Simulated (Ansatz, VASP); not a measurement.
# Two plane-wave programs on SnO2

```xyz
6
Lattice="4.8312 0.0000 0.0000 0.0000 4.6887 0.0000 0.0000 0.0000 3.2007" Properties=species:S:1:pos:R:3 pbc="T T T"
Sn    2.4156    2.3443    1.6004
Sn    0.0000    0.0000    0.0000
O     1.4777    1.4345    0.0000
O     3.8933    0.9098    1.6004
O     0.9379    3.7789    1.6004
O     3.3535    3.2541    0.0000
```

Change from the starting cell: strain +0.0150 x Voigt [1, -1, 0, 0, 0, 0], atoms carried along.

Alike in both runs: task single point; functional r2SCAN; k mesh 6 × 6 × 8; occupations gaussian, width 0.05 eV; no spin polarisation.

|  | VASP | Ansatz |
| --- | --- | --- |
| version | VASP 6.6.1 | Ansatz 0.2.0 |
| potentials or method | VASP PAW PBE potentials, release 64 (Sn_d, O), cutoff 520 eV | scalar-relativistic, plane waves, PAW |
| valence electrons in the cell | 52 | 52 |

Ansatz gave:

- gap on the k mesh at the Fermi level (eV): 1.76
- least direct gap on the mesh (eV): 1.76
- pressure (GPa): 0.0
- traceless stress, the component that is largest in VASP (GPa): -1.40
- rms of the force components (eV/Å): 0.011

**Question.** Estimate VASP's values.

**Answer.** gap on the k mesh at the Fermi level (eV): 1.79; least direct gap on the mesh (eV): 1.79; pressure (GPa): 1.1; traceless stress, the component that is largest in VASP (GPa): -1.53; rms of the force components (eV/Å): 0.016.

VASP's potentials were made for PBE, not for r2SCAN. Atom by atom the forces differ by 0.013 eV/Å (rms over components).
